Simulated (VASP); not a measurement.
Wanted: the native input for a VASP 6.6.1 run.

```yaml
Task: single point
Functional: r2SCAN0
Potentials_or_basis: VASP PAW PBE potentials, release 64 (Se)
Cutoff: 520 eV
k_mesh: 4 × 4 × 4
Occupations: fermi-dirac, width 0.1 eV
Spin: no spin polarisation
Dipole_correction: no
Grid_for_exact_exchange_PRECFOCK: Normal
Further_INCAR_settings: ALGO = Normal; EDIFF = 1e-06; NBANDS = 16
Share_of_exact_exchange: 0.25
```

The system is Se.

```xyz
3
Lattice="4.4931 0.0000 0.0000 -2.2465 3.8911 0.0000 0.0000 0.0000 4.9924" Properties=species:S:1:pos:R:3 pbc="T T T"
Se    0.9787    0.0000    1.6641
Se    4.0037    0.8476    3.3283
Se    1.7572    3.0435    0.0000
```

The input as run:

POSCAR

```
Se
1.0
    4.4930559970      0.0000000000      0.0000000000
   -2.2465279985      3.8911006340      0.0000000000
    0.0000000000      0.0000000000      4.9923929774
Se
3
Direct
    0.2178291898      0.0000000000      0.3333333333
    1.0000000000      0.2178291898      0.6666666667
    0.7821708102      0.7821708102      0.0000000000
```

INCAR.step1

```
SYSTEM = Se
PREC = Accurate
ENCUT = 520
EDIFF = 1E-5
ISMEAR = -1
SIGMA = 0.1
LREAL = .FALSE.
LASPH = .TRUE.
NELM = 80
ALGO = Normal
ISIF = 2
LWAVE = .TRUE.
NBANDS = 16
GGA = PE
```

INCAR.step2

```
SYSTEM = Se
PREC = Accurate
ENCUT = 520
EDIFF = 1E-6
ISMEAR = -1
SIGMA = 0.1
LREAL = .FALSE.
LASPH = .TRUE.
NELM = 80
ALGO = Normal
ISIF = 2
LWAVE = .FALSE.
LCHARG = .TRUE.
METAGGA = R2SCAN
LHFCALC = .TRUE.
AEXX = 0.25
LMIXTAU = .TRUE.
PRECFOCK = Normal
LELF = .TRUE.
LVHAR = .TRUE.
NBANDS = 16
ISTART = 1
```

KPOINTS

```
Automatic mesh
0
G
  4 4 4
  0 0 0
```

Potentials or basis: VASP PAW PBE potentials, release 64 (Se).

Run with:

```console
$ cat potpaw_PBE.64/Se/POTCAR > POTCAR
$ cp INCAR.step1 INCAR
$ mpirun -np 1 vasp_std > vasp.out
$ cp INCAR.step2 INCAR
$ mpirun -np 1 vasp_std > vasp.out
```

It gave:

| Property | Result |
| --- | --- |
| Pressure | -1.6 GPa |
| Largest force | 0.443 eV/Å |
| Band gap on the k mesh | 2.95 eV (least direct gap 3.21 eV) |

Caveat: the PAW data sets were made with another functional, which shifts forces and pressure a little.

Wall time 40 min on 1 thread of AMD EPYC 7571, on a shared host, peak memory 0.22 GiB.
